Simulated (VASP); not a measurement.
A run of VASP 6.6.1 is set up as follows.

Contents of INCAR:

```
SYSTEM = Ge3N4
PREC = Accurate ; ENCUT = 520
EDIFF = 1E-7 ; ISMEAR = -1
SIGMA = 0.02 ; LREAL = .False.
LASPH = .True. ; NELM = 120
ALGO = Normal ; ISIF = 2
LWAVE = .False. ; LCHARG = .False.
GGA = PE ; IBRION = 2
NSW = 80 ; EDIFFG = -0.02
GGA_COMPAT = .False. ; NELMIN = 4
KPAR = 4
```

File KPOINTS:

```
Automatic mesh
0
Gamma
  6 6 6
  0 0 0
```

POSCAR

```
Ge3N4
1.0
    0.0000000000      4.0697394680      4.0697394680
    4.0697394680      0.0000000000      4.0697394680
    4.0697394680      4.0697394680      0.0000000000
Ge N
6 8
Direct
    0.1250000000      0.1250000000      0.1250000000
    0.6250000000      0.1250000000      0.1250000000
    0.1250000000      0.1250000000      0.6250000000
    0.1250000000      0.6250000000      0.1250000000
    0.5000000000      0.5000000000      0.5000000000
    0.7500000000      0.7500000000      0.7500000000
    0.8832000000      0.8832000000      0.8832000000
    0.8996000000      0.3668000000      0.3668000000
    0.8832000000      0.8832000000      0.3504000000
    0.3668000000      0.8996000000      0.3668000000
    0.3504000000      0.8832000000      0.8832000000
    0.3668000000      0.3668000000      0.3668000000
    0.8832000000      0.3504000000      0.8832000000
    0.3668000000      0.3668000000      0.8996000000
```

Potentials or basis: VASP PAW PBE potentials, release 64 (Ge_d, N).

Run with:

```sh
$ cat potpaw_PBE.64/Ge_d/POTCAR potpaw_PBE.64/N/POTCAR > POTCAR
$ mpirun -np 4 vasp_std > vasp.out
```

(1) Estimate the energy gained by relaxing.

(2) What does it give for the band gap on the k mesh?

## Answers

(1) 0.6 meV/atom.

(2) 2.35 eV (least direct gap 2.36 eV).
